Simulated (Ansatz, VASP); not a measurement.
## TiB2 in VASP and in Ansatz

```
Ti B
1.0
     2.62032    0.00000    0.00000
    -1.31016    2.26927    0.00000
     0.00000    0.00000    6.01842
Ti B
1 2
Direct
  0.00000 0.00000 0.00000
  0.00000 0.00000 0.36241
  0.00000 0.00000 0.63759
```

Alike in both runs: functional PBE; k mesh 8 × 8 × 4; occupations gaussian, width 0.2 eV; no spin polarisation.

Ansatz relaxed the structure, and its values are those at the end. VASP's run is a single point on that final structure, the one shown.

|  | VASP | Ansatz |
| --- | --- | --- |
| version | VASP 6.6.1 | Ansatz 0.2.0 |
| potentials or method | VASP PAW PBE potentials, release 64 (Ti_sv, B), cutoff 500 eV | scalar-relativistic, plane waves, PAW |
| valence electrons in the cell | 18 | 18 |

Ansatz gave:

| Quantity | Value |
| --- | --- |
| gap on the k mesh at the Fermi level (eV) | none |
| pressure (GPa) | 0.2 |
| rms of the force components (eV/Å) | 0.004 |

Q: What did VASP give for the same quantities?

A: gap on the k mesh at the Fermi level (eV): none; pressure (GPa): -0.1; rms of the force components (eV/Å): 0.010.

A gap of «none» marks a metal or a gap that the smearing closes. The functional is the same, so the differences come from potentials, cutoffs and numerics.
